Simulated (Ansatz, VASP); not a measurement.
## Two plane-wave programs on BN

Contents of POSCAR:

```
BN
1.0
    0.0000000000      1.8048137558      1.8048137558
    1.8048137558      0.0000000000      1.8048137558
    1.8048137558      1.8048137558      0.0000000000
B N
1 1
Direct
    0.0000000000      0.0000000000      0.0000000000
    0.7500000000      0.7500000000      0.7500000000
```

File INCAR.step1:

```
  ALGO = Normal
  EDIFF = 1E-5
  ENCUT = 1460
  GGA = PE
  GGA_COMPAT = F
  ISMEAR = 0
  LASPH = T
  LCHARG = F
  LREAL = F
  LWAVE = T
  NBANDS = 11
  NELM = 120
  PREC = Accurate
  SIGMA = 0.05
```

File INCAR.step2:

```
  ALGO = Normal
  EDIFF = 1E-6
  ENCUT = 1460
  GGA_COMPAT = F
  ISIF = 2
  ISMEAR = 0
  ISTART = 1
  LASPH = T
  LCHARG = T
  LELF = T
  LMIXTAU = T
  LREAL = F
  LVHAR = T
  LWAVE = F
  METAGGA = R2SCAN
  NBANDS = 11
  NELM = 120
  PREC = Accurate
  SIGMA = 0.05
```

The input KPOINTS:

```
k-points
0
Gamma
  12 12 12
```

Input for Ansatz:

```yaml
crystal:
  lattice:
    - [0.0, 1.8048137558, 1.8048137558]
    - [1.8048137558, 0.0, 1.8048137558]
    - [1.8048137558, 1.8048137558, 0.0]
  atoms:
    - { symbol: B, position: [0.0, 0.0, 0.0] }
    - { symbol: "N", position: [0.75, 0.75, 0.75] }
basis:
  ecutwfc: 500
kpoints:
  mp_grid: { grid: [12, 12, 12] }
hamiltonian:
  xc: r2scan
scf:
  occupations: { method: gaussian, width: 0.05 }
output:
  forces: true
  stress: true
  eigenvalues: true
```

Alike in both runs: task single point; functional r2SCAN; k mesh 12 × 12 × 12; occupations gaussian, width 0.05 eV; no spin polarisation.

|  | VASP | Ansatz |
| --- | --- | --- |
| version | VASP 6.6.1 | Ansatz 0.2.0 |
| potentials or method | VASP PAW PBE potentials, release 64 (B_h, N_h), cutoff 1460 eV | scalar-relativistic, plane waves, PAW |
| valence electrons in the cell | 8 | 8 |

```tsv
	VASP	Ansatz	Ansatz less VASP
gap on the k mesh at the Fermi level (eV)	5.00	5.00	+0.005
least direct gap on the mesh (eV)	9.57	9.59	+0.016
pressure (GPa)	-0.4	0.0	+0.47
```

VASP's potentials were made for PBE, not for r2SCAN. With one functional, cell and mesh, what is left measures potentials, basis and numerics.
